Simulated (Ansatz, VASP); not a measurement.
One calculation of BN, two programs

```
CELL_PARAMETERS angstrom
1.15281 0.66558 3.16309
-1.15281 0.66558 3.16309
0.00000 -1.33115 3.16309
ATOMIC_POSITIONS crystal
B 0.99970 0.99970 0.99970
N 0.33274 0.33274 0.33274
```

Change from the starting cell: strain -0.080 along x and y, -0.040 along z, atoms carried along.

Alike in both runs: task single point; functional PBE; dispersion D3(BJ); k mesh 12 × 12 × 12; occupations gaussian, width 0.05 eV; no spin polarisation.

|  | VASP | Ansatz |
| --- | --- | --- |
| version | VASP 6.6.1 | Ansatz 0.2.0 |
| potentials or method | VASP PAW PBE potentials, release 64 (B, N), cutoff 520 eV | scalar-relativistic, plane waves, PAW |
| valence electrons in the cell | 8 | 8 |

Ansatz gave:

- gap on the k mesh at the Fermi level (eV): 4.58
- least direct gap on the mesh (eV): 5.31
- pressure (GPa): 90.4
- traceless stress, the component that is largest in VASP (GPa): -89.35
- rms of the force components (eV/Å): 0.005

Task: Estimate VASP's values.

Result: gap on the k mesh at the Fermi level (eV): 4.57; least direct gap on the mesh (eV): 5.31; pressure (GPa): 90.6; traceless stress, the component that is largest in VASP (GPa): -89.73; rms of the force components (eV/Å): 0.005.

Atom by atom the forces differ by 0.000 eV/Å (rms over components). Both programs put the cell under a high pressure, so it lies far from rest at this level.

Noted on VASP's run: the cell as given lies far from equilibrium.
